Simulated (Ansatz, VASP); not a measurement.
# One calculation of InP, two programs

INCAR

```
PREC     = Accurate       # precision mode
ENCUT    = 520            # plane-wave cutoff, eV
EDIFF    = 1E-6           # SCF threshold, eV
ISMEAR   = 0              # smearing method
SIGMA    = 0.02           # smearing width, eV
LREAL    = F              # projectors in reciprocal space
LASPH    = T              # aspherical terms in the spheres
NELM     = 100            # most SCF steps
ALGO     = Normal         # electronic algorithm
ISIF     = 2              # what is computed and relaxed
LWAVE    = F              # write WAVECAR
LCHARG   = T              # write CHGCAR
GGA      = PS             # functional
LELF     = T              # ELF
LVHAR    = T            
NBANDS   = 16             # bands
```

The input KPOINTS:

```
Automatic mesh
0
Gamma
  10 10 10
```

POSCAR

```
InP
1.0
    0.0000000000      2.9390910338      2.9390910338
    2.9390910338      0.0000000000      2.9390910338
    2.9390910338      2.9390910338      0.0000000000
In P
1 1
Direct
    0.0000000000      0.0000000000      0.0000000000
    0.2500000000      0.2500000000      0.2500000000
```

Input for Ansatz:

```yaml
crystal:
  lattice:
    - [0.0, 2.9390910338, 2.9390910338]
    - [2.9390910338, 0.0, 2.9390910338]
    - [2.9390910338, 2.9390910338, 0.0]
  atoms:
    - { symbol: In, position: [0.0, 0.0, 0.0] }
    - { symbol: P, position: [0.25, 0.25, 0.25] }
basis:
  ecutwfc: 420
kpoints:
  mp_grid: { grid: [10, 10, 10] }
  band_path: { path: [VBM, CBM], npoints: 2 }
hamiltonian:
  xc: pbesol
scf:
  occupations: { method: gaussian, width: 0.02 }
output:
  forces: true
  stress: true
  eigenvalues: true
```

Alike in both runs: task single point; functional PBEsol; k mesh 10 × 10 × 10; occupations gaussian, width 0.02 eV; no spin polarisation.

|  | VASP | Ansatz |
| --- | --- | --- |
| version | VASP 6.6.1 | Ansatz 0.2.0 |
| potentials or method | VASP PAW PBE potentials, release 64 (In_d, P), cutoff 520 eV | scalar-relativistic, plane waves, PAW |
| valence electrons in the cell | 18 | 18 |

```tsv
	VASP	Ansatz	Ansatz less VASP
gap on the k mesh at the Fermi level (eV)	0.57	0.57	+0.002
least direct gap on the mesh (eV)	0.57	0.57	+0.002
pressure (GPa)	0.0	0.0	+0.02
```

VASP's potentials were made for PBE, not for PBEsol.
